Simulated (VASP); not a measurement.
Here is a VASP 6.6.1 calculation.

Contents of INCAR:

```
PREC     = Accurate       # precision mode
ENCUT    = 520            # plane-wave cutoff, eV
EDIFF    = 1E-6           # SCF threshold, eV
ISMEAR   = 0              # smearing method
SIGMA    = 0.15           # smearing width, eV
LREAL    = F              # projectors in reciprocal space
LASPH    = T              # aspherical terms in the spheres
NELM     = 100            # most SCF steps
ALGO     = Fast           # electronic algorithm
ISIF     = 2              # what is computed and relaxed
LWAVE    = F              # write WAVECAR
LCHARG   = F              # write CHGCAR
GGA      = PS             # functional
NBANDS   = 12             # bands
```

The input KPOINTS:

```
Automatic mesh
0
Gamma
  22 22 22
```

POSCAR

```
Nb
1.0
    0.8269911187      2.5991149444      2.5991149444
    2.5991149444      0.8269911187      2.5991149444
    2.5991149444      2.5991149444      0.8269911187
Nb
1
Direct
    0.0000000000      0.0000000000      0.0000000000
```

Potentials or basis: VASP PAW PBE potentials, release 64 (Nb_sv).

The run is started by

```console
$ cat potpaw_PBE.64/Nb_sv/POTCAR > POTCAR
$ mpirun -np 1 vasp_std > vasp.out
```

**Question.** Estimate the pressure.

**Answer.** 23.6 GPa.

Stress tensor (GPa, compression positive):
```
 23.58 -25.57 -25.57
-25.57  23.58 -25.57
-25.57 -25.57  23.58
```

Caveat: the PAW data sets were made with another functional, which shifts forces and pressure a little.
